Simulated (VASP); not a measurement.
## Cu: single point with PBEsol

Cu:

```
Cu
1.0
     2.52059    0.00000    0.00000
    -1.26030    2.18290    0.00000
     0.00000    0.00000    4.11705
Cu
2
Direct
  0.33333 0.66667 0.25000
  0.66667 0.33333 0.75000
```

| Property | Result |
| --- | --- |
| Program | VASP 6.6.1 |
| Task | single point |
| Functional | PBEsol |
| Potentials or basis | VASP PAW PBE potentials, release 64 (Cu) |
| Cutoff | 600 eV |
| k mesh | 18 × 18 × 10 |
| Occupations | gaussian, width 0.1 eV |
| Spin | no spin polarisation |

```yaml
Pressure: 0.8 GPa
Band_gap_on_the_k_mesh: zero (band 11 reaches 12.05 eV, above the bottom of band 12 at 5.92 eV)
```

Levels at points of the mesh, in eV from the Fermi level:
| k point | band 9 | band 10 | band 11 | band 12 | band 13 | band 14 |
| --- | --- | --- | --- | --- | --- | --- |
| (0.00, 0.00, 0.00) | -2.50 | -1.70 | -1.70 | -1.10 | 4.02 | 21.75 |
| (0.50, 0.00, 0.00) | -1.55 | -1.50 | 0.05 | 1.69 | 7.98 | 8.40 |
| (0.00, 0.00, 0.50) | -1.94 | -1.94 | -1.94 | -1.94 | 12.83 | 12.83 |
| (0.50, 0.00, 0.50) | -1.54 | -1.54 | 0.49 | 0.49 | 5.12 | 5.12 |

It took 31 s on 1 thread of Intel(R) Xeon(R) 6975P-C (Granite Rapids), on a shared host, peak memory 0.21 GiB.

Caveat: the PAW data sets were made with another functional, which shifts forces and pressure a little.
